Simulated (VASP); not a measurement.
# CdTe (I-4m2) in VASP: a series of runs, part 2 of 3

VASP 6.6.1. The steps go on from the part before.

## Step 3: Single point, r2SCAN (in-plane strain -0.02, then relaxed in part)

The input, POSCAR:

```
CdTe
1.0
    3.2123163411      3.2123163411      0.0000000000
   -3.2123163411      3.2123163411      0.0000000000
    0.0000000000      3.2123163411      3.3679322118
Cd Te
1 1
Direct
    0.0000000000      0.0000000000      0.0000000000
    0.7500000000      0.2500000000      0.5000000000
```

The input, INCAR.step1:

```
PREC = Accurate
ENCUT = 550
ISMEAR = 0
SIGMA = 0.01
LREAL = F
LASPH = T
NELM = 120
NBANDS = 16
GGA = PE
ALGO = Normal
EDIFF = 1E-5
LWAVE = T
LCHARG = F
GGA_COMPAT = F
```

The input, INCAR.step2:

```
PREC = Accurate
ENCUT = 550
EDIFF = 1E-6
ISMEAR = 0
SIGMA = 0.01
LREAL = F
LASPH = T
NELM = 120
ALGO = Normal
ISIF = 2
LWAVE = F
LCHARG = F
METAGGA = R2SCAN
LMIXTAU = T
NBANDS = 16
ISTART = 1
GGA_COMPAT = F
```

The input, KPOINTS:

```
regular mesh
0
Gamma
  6 6 6
```

Potentials or basis: VASP PAW PBE potentials, release 64 (Cd, Te).

Command:

```bash
$ cat potpaw_PBE.64/Cd/POTCAR potpaw_PBE.64/Te/POTCAR > POTCAR
$ cp INCAR.step1 INCAR
$ mpirun -np 1 vasp_std > vasp.out
$ cp INCAR.step2 INCAR
$ mpirun -np 1 vasp_std > vasp.out
```

OUTCAR:

```text
PREC = Accurate
   ENCUT = 550
   EDIFF = 1E-6
   ISMEAR = 0
   LREAL = F
   LASPH = T
   NELM = 120
   ISIF = 2
   METAGGA = R2SCAN
   ISTART = 1

 ion  position               nearest neighbor table
   1  0.000  0.000  0.000-   2 2.83   2 2.83   2 2.83   2 2.83
   2  0.750  0.250  0.500-   1 2.83   1 2.83   1 2.83   1 2.83

  LATTYP: Found a body centered tetragonal cell.
 ALAT       =     4.5429013362
 C/A-ratio  =     1.4827230277

  Lattice vectors:

 A1 = (   3.2123163411,   0.0000000000,  -3.3679322118)
 A2 = (  -3.2123163411,   0.0000000000,  -3.3679322118)
 A3 = (   0.0000000000,   3.2123163411,   3.3679322118)

Analysis of symmetry for initial positions (statically):
=====================================================================
 Subroutine PRICEL returns:
 Original cell was already a primitive cell.

 Routine SETGRP: Setting up the symmetry group for a
 body centered tetragonal supercell.

 Subroutine GETGRP returns: Found  8 space group operations
 (whereof  8 operations were pure point group operations)
 out of a pool of 16 trial point group operations.

The static configuration has the point symmetry D_2d.

Analysis of symmetry for dynamics (positions and initial velocities):
=====================================================================
 Subroutine PRICEL returns:
 Original cell was already a primitive cell.

 Routine SETGRP: Setting up the symmetry group for a
 body centered tetragonal supercell.

 Subroutine GETGRP returns: Found  8 space group operations
 (whereof  8 operations were pure point group operations)
 out of a pool of 16 trial point group operations.

The dynamic configuration has the point symmetry D_2d.

 Subroutine INISYM returns: Found  8 space group operations
 (whereof  8 operations are pure point group operations),
 and found     1 'primitive' translations

----------------------------------------------------------------------------------------

                                     Primitive cell

  volume of cell :      69.5072

  direct lattice vectors                    reciprocal lattice vectors
     3.212316341  3.212316341  0.000000000     0.155650922  0.155650922 -0.148459045
    -3.212316341  3.212316341  0.000000000    -0.155650922  0.155650922 -0.148459045
     0.000000000  3.212316341  3.367932212     0.000000000  0.000000000  0.296918090

  length of vectors
     4.542901336  4.542901336  4.654239321     0.265508017  0.265508017  0.296918090

  position of ions in fractional coordinates (direct lattice)
     0.000000000  0.000000000  0.000000000
     0.750000000  0.250000000  0.500000000

  ion indices of the primitive-cell ions
   primitive index   ion index
                 1           1
                 2           2

----------------------------------------------------------------------------------------

 KPOINTS: regular mesh

Automatic generation of k-mesh.
 Grid dimensions read from file:
 generate k-points for:    6    6    6

 Generating k-lattice:

  Cartesian coordinates                     Fractional coordinates (reciprocal lattice)
     0.025941820  0.025941820 -0.024743174     0.166666667  0.000000000 -0.000000000
    -0.025941820  0.025941820 -0.024743174     0.000000000  0.166666667 -0.000000000
     0.000000000  0.000000000  0.049486348     0.000000000  0.000000000  0.166666667

  Length of vectors
     0.044251336  0.044251336  0.049486348

  Shift w.r.t. Gamma in fractional coordinates (k-lattice)
     0.000000000  0.000000000  0.000000000

 Subroutine IBZKPT returns following result:
 ===========================================

 Found     30 irreducible k-points:

 Following reciprocal coordinates:
            Coordinates               Weight
  0.000000  0.000000  0.000000      1.000000
  0.166667  0.000000 -0.000000      8.000000
  0.333333  0.000000 -0.000000      8.000000
  0.500000  0.000000  0.000000      4.000000
  0.166667  0.166667 -0.000000      8.000000
  0.333333  0.166667  0.000000     16.000000
[... 16 lines left out ...]
 -0.333333 -0.333333  0.166667      4.000000
 -0.166667 -0.333333  0.166667     16.000000
 [... further k-points ...]
   k-points           NKPTS =     30   k-points in BZ     NKDIM =     30   number of bands    NBANDS=     16
   number of dos      NEDOS =    301   number of ions     NIONS =      2
   total plane-waves  NPLWV =  46656
   dimension x,y,z NGX =    36 NGY =   36 NGZ =   36
   dimension x,y,z NGXF=    72 NGYF=   72 NGZF=   72
   ions per type =               1   1
   NGX,Y,Z   is equivalent  to a cutoff of  13.17, 13.17, 12.86 a.u.
   NGXF,Y,Z  is equivalent  to a cutoff of  26.35, 26.35, 25.72 a.u.
 SYSTEM =  unknown system
   PREC   = accura    normal or accurate (medium, high low for compatibility)
   ISTART =      1    job   : 0-new  1-cont  2-samecut
   ICHARG =      0    charge: 1-file 2-atom 10-const
   ISPIN  =      1    spin polarized calculation?
   LNONCOLLINEAR =      F non collinear calculations
   LSORBIT =      F    spin-orbit coupling
   LASPH  =      T    aspherical Exc in radial PAW
   ENCUT  =  550.0 eV  40.42 Ry    6.36 a.u.   8.69  8.69  8.90*2*pi/ulx,y,z
   NELM   =    120;   NELMIN=  2; NELMDL=  0     # of ELM steps
   EDIFF  = 0.1E-05   stopping-criterion for ELM
   LREAL  =      F    real-space projection
   EDIFFG = 0.1E-04   stopping-criterion for IOM
   NSW    =      0    number of steps for IOM
   IBRION =     -1    ionic relax: 0-MD 1-quasi-New 2-CG
   NFREE  =      0    steps in history (QN), initial steepest desc. (CG)
   ISIF   =      2    stress and relaxation
   ISYM   =      2    0-nonsym 1-usesym 2-fastsym
   POTIM  = 0.5000    time-step for ionic-motion
   TEBEG  =    0.0;   TEEND  =   0.0 temperature during run
   PSTRESS=    0.0 pullay stress
   NELECT =      18.0000    total number of electrons
   NUPDOWN=      -1.0000    fix difference up-down
   EMIN   =  10.00;   EMAX   =-10.00  energy-range for DOS
   EFERMI =   0.00;   METHOD = LEGACY
   ISMEAR =     0;   SIGMA  =   0.01  broadening in eV -4-tet -1-fermi 0-gaus
   EFERMI_NEDOS =   21; number of points for ismear=-14 and -15
   IALGO  =     38    algorithm
   IMIX   =      4    mixing-type and parameters
     AMIX     =   0.40;   BMIX     =  1.00
     AMIX_MAG =   1.60;   BMIX_MAG =  1.00
  volume/ion in A,a.u.               =      34.75       234.53
  Fermi-wavevector in a.u.,A,eV,Ry     =   1.043492  1.971913 14.815044  1.088875
  Thomas-Fermi vector in A             =   2.178203
   LORBIT       =      0    0 simple, 1 ext, 2 COOP (PROOUT), +10 PAW based schemes
   METAGGA = R2SCAN    functional components
   LHFCALC =     F    Hartree Fock is set to
   AEXX    =    0.0000 exact exchange contribution
   IVDW    =     0    specifies the selected vdW correction
   LEPSILON=     F    determine dielectric tensor
   LRPA    =     F    only Hartree local field effects (RPA)
 non-spin polarized calculation
 Gauss-broadening in eV      SIGMA  =   0.01
  energy-cutoff  :      550.00
  volume of cell :       69.51
 maximum number of plane-waves:      2084
   NGX = 17   NGY = 17   NGZ = 17

 number of electron      18.0000002 magnetization

 Free energy of the ion-electron system (eV)
  ---------------------------------------------------
  ext. energy  EPLUGINS =         0.00000000
  ---------------------------------------------------
  free energy    TOTEN  =       -46.63315695 eV

  energy without entropy =      -46.63315695  energy(sigma->0) =      -46.63315695

 E-fermi :   2.0850     XC(G=0):  -9.0067

 val. band max:        1.9664488874   @ k =   0.0000   0.0000   0.0000
 cond. band min:       3.1048656215   @ k =   0.0000   0.0000   0.0000
 fundamental gap:      1.1384167341
 Fermi energy:         2.0850113931

 k-point     1 :       0.0000    0.0000    0.0000
  band No.  band energies     occupation
      1      -9.4888      2.00000
      2      -6.5896      2.00000
      3      -6.5767      2.00000
      4      -6.5767      2.00000
      5      -6.3164      2.00000
      6      -6.3126      2.00000
[... 8 lines left out ...]
     15      11.3193      0.00000
     16      12.0522      0.00000
[... 419 lines left out ...]
 k-point    24 :      -0.1667   -0.3333    0.1667
  band No.  band energies     occupation
      1      -9.0137      2.00000
      2      -6.4761      2.00000
      3      -6.4626      2.00000
      4      -6.3372      2.00000
      5      -6.3108      2.00000
      6      -5.8118      2.00000
[... 8 lines left out ...]
     15      12.8398      0.00000
     16      13.4412      0.00000

 [... further k-points ...]
[... 5 lines left out ...]
  --------------------------------------------------------------------------------------
  -------------------------------------------------------------------------------------
  Total        0.4160864      0.4160864      0.0397304      0.0000000      0.0000000      0.0000000
  in kB        9.5910064      9.5910064      0.9158073      0.0000000      0.0000000      0.0000000
  external PRESSURE =       6.6992734 kB  Pullay stress =       0.0000000 kB

 VOLUME and BASIS-vectors are now :
 -----------------------------------------------------------------------------
  energy-cutoff  :      550.00
  volume of cell :       69.51
      direct lattice vectors                 reciprocal lattice vectors
     3.212316341  3.212316341  0.000000000     0.155650922  0.155650922 -0.148459045
    -3.212316341  3.212316341  0.000000000    -0.155650922  0.155650922 -0.148459045
     0.000000000  3.212316341  3.367932212     0.000000000  0.000000000  0.296918090

 POSITION                                       TOTAL-FORCE (eV/Angst)
 -----------------------------------------------------------------------------------
      0.00000      0.00000      0.00000         0.000000     -0.000000      0.000000
      1.60616      4.81847      1.68397        -0.000000      0.000000      0.000000
 -----------------------------------------------------------------------------------
    total drift:                               -0.000000      0.000000      0.000000

  FREE ENERGIE OF THE ION-ELECTRON SYSTEM (eV)
  ---------------------------------------------------
  free  energy   TOTEN  =       -46.6331569470 eV

  energy  without entropy=      -46.6331569470  energy(sigma->0) =      -46.63315695
```

OUTCAR.step1:

```text
PREC = Accurate
   ENCUT = 550
   ISMEAR = 0
   LREAL = F
   LASPH = T
[... 677 lines left out ...]
 -----------------------------------------------------------------------------------
      0.00000      0.00000      0.00000         0.000000     -0.000000      0.000000
      1.60616      4.81847      1.68397        -0.000000      0.000000      0.000000
 -----------------------------------------------------------------------------------
    total drift:                                0.000000     -0.000000      0.000000

  FREE ENERGIE OF THE ION-ELECTRON SYSTEM (eV)
  ---------------------------------------------------
  free  energy   TOTEN  =        -4.7847945765 eV

  energy  without entropy=       -4.7847945765  energy(sigma->0) =       -4.78479458
```

OSZICAR.step1:

```text
N       E                     dE             d eps       ncg     rms          rms(c)
DAV:   1     0.105091516966E+03    0.10509E+03   -0.87568E+03   960   0.103E+03
DAV:   2    -0.123287945713E+01   -0.10632E+03   -0.10114E+03  1128   0.238E+02
DAV:   3    -0.498373679530E+01   -0.37509E+01   -0.37455E+01  1216   0.469E+01
DAV:   4    -0.501831576991E+01   -0.34579E-01   -0.34578E-01  1448   0.398E+00
DAV:   5    -0.501841416113E+01   -0.98391E-04   -0.98391E-04  1272   0.190E-01    0.536E+00
DAV:   6    -0.479914446415E+01    0.21927E+00   -0.37448E-01  1136   0.722E+00    0.441E+00
DAV:   7    -0.478342864808E+01    0.15716E-01   -0.10654E-01  1144   0.211E+00    0.171E+00
DAV:   8    -0.478437288287E+01   -0.94423E-03   -0.10723E-02  1072   0.117E+00    0.459E-01
DAV:   9    -0.478470093635E+01   -0.32805E-03   -0.98901E-04  1176   0.330E-01    0.104E-01
DAV:  10    -0.478475643484E+01   -0.55498E-04   -0.11433E-04  1256   0.105E-01    0.552E-02
DAV:  11    -0.478479545315E+01   -0.39018E-04   -0.80086E-05  1128   0.579E-02    0.374E-02
DAV:  12    -0.478479457653E+01    0.87662E-06   -0.29503E-06   936   0.144E-02
   1 F= -.47847946E+01 E0= -.47847946E+01  d E =-.662542E-44
```

It took 99 s on 1 thread of AMD EPYC 9R45 (Zen 5), shared host; peak memory 0.2 GiB.

What came out:

* Free energy: -46.6332 eV
* Pressure: 0.7 GPa
* Band gap on the k mesh: 1.14 eV

Levels at points of the mesh, in eV from the valence-band top:
```tsv
k point	band 5	band 6	band 7	band 8	band 9	band 10	band 11	band 12	band 13	band 14
(0.00, 0.00, 0.00)	-8.28	-8.28	-0.17	0.00	0.00	1.14	4.99	4.99	5.01	7.84
(0.50, 0.00, 0.00)	-8.27	-7.92	-4.42	-0.93	-0.69	2.13	5.43	5.69	7.36	9.07
(0.50, 0.50, 0.00)	-8.25	-7.75	-4.22	-1.99	-1.92	2.81	2.81	9.37	9.40	9.72
(0.00, 0.00, 0.50)	-8.25	-7.83	-4.45	-1.75	-1.75	3.00	3.18	9.04	9.66	9.66
```

Caveat: the cell differs from its parent crystal (in-plane strain -0.02, then relaxed in part); the PAW data sets were made with another functional, which shifts forces and pressure a little; spin-orbit coupling is left out, which moves the levels of the heavy elements.

## Step 4: Single point, r2SCAN (film at in-plane strain -0.02)

POSCAR is that of step 3.

The input, INCAR.step1:

```
SYSTEM = CdTe
PREC     = Accurate       ! precision mode
ENCUT    = 550            ! plane-wave cutoff, eV
ISMEAR   = 0              ! smearing method
SIGMA    = 0.01           ! smearing width, eV
LREAL    = .FALSE.        ! projectors in reciprocal space
LASPH    = .TRUE.         ! aspherical terms in the spheres
NELM     = 120            ! most SCF steps
NBANDS   = 16             ! bands
GGA      = PE             ! functional
ALGO     = Normal         ! electronic algorithm
EDIFF    = 1E-5           ! SCF threshold, eV
LWAVE    = .TRUE.         ! write WAVECAR
LCHARG   = .FALSE.        ! write CHGCAR
GGA_COMPAT= .FALSE.
```

The input, INCAR.step2:

```
SYSTEM = CdTe
PREC     = Accurate       ! precision mode
ENCUT    = 550            ! plane-wave cutoff, eV
EDIFF    = 1E-6           ! SCF threshold, eV
ISMEAR   = 0              ! smearing method
SIGMA    = 0.01           ! smearing width, eV
LREAL    = .FALSE.        ! projectors in reciprocal space
LASPH    = .TRUE.         ! aspherical terms in the spheres
NELM     = 120            ! most SCF steps
ALGO     = Normal         ! electronic algorithm
ISIF     = 2              ! what is computed and relaxed
LWAVE    = .FALSE.        ! write WAVECAR
LCHARG   = .FALSE.        ! write CHGCAR
METAGGA  = R2SCAN         ! meta-GGA
LMIXTAU  = .TRUE.       
NBANDS   = 16             ! bands
ISTART   = 1            
GGA_COMPAT= .FALSE.
```

The input, KPOINTS:

```
regular mesh
0
G
  6 6 6
  0 0 0
```

Command:

```bash
$ cat potpaw_PBE.64/Cd/POTCAR potpaw_PBE.64/Te/POTCAR > POTCAR
$ cp INCAR.step1 INCAR
$ mpirun -np 1 vasp_std > vasp.out
$ cp INCAR.step2 INCAR
$ mpirun -np 1 vasp_std > vasp.out
```

It took 98 s on 1 thread of AMD EPYC 9R45 (Zen 5), shared host; peak memory 0.2 GiB.

The run converged. Its results:

```yaml
Free_energy: -46.6332 eV
Pressure: 0.7 GPa
Band_gap_on_the_k_mesh: 1.14 eV
```

Stress tensor (GPa, compression positive):
```
0.96 0.00 0.00
0.00 0.96 0.00
0.00 0.00 0.09
```

Levels at points of the mesh, in eV from the valence-band top:
| k point | band 5 | band 6 | band 7 | band 8 | band 9 | band 10 | band 11 | band 12 | band 13 | band 14 |
| --- | --- | --- | --- | --- | --- | --- | --- | --- | --- | --- |
| (0.00, 0.00, 0.00) | -8.28 | -8.28 | -0.17 | 0.00 | 0.00 | 1.14 | 4.99 | 4.99 | 5.01 | 7.84 |
| (0.50, 0.00, 0.00) | -8.27 | -7.92 | -4.42 | -0.93 | -0.69 | 2.13 | 5.43 | 5.69 | 7.36 | 9.07 |
| (0.50, 0.50, 0.00) | -8.25 | -7.75 | -4.22 | -1.99 | -1.92 | 2.81 | 2.81 | 9.37 | 9.40 | 9.72 |
| (0.00, 0.00, 0.50) | -8.25 | -7.83 | -4.45 | -1.75 | -1.75 | 3.00 | 3.18 | 9.04 | 9.66 | 9.66 |

Caveat: the cell differs from its parent crystal (film at in-plane strain -0.02); the PAW data sets were made with another functional, which shifts forces and pressure a little; spin-orbit coupling is left out, which moves the levels of the heavy elements.

(Continued in part 3 of 3.)
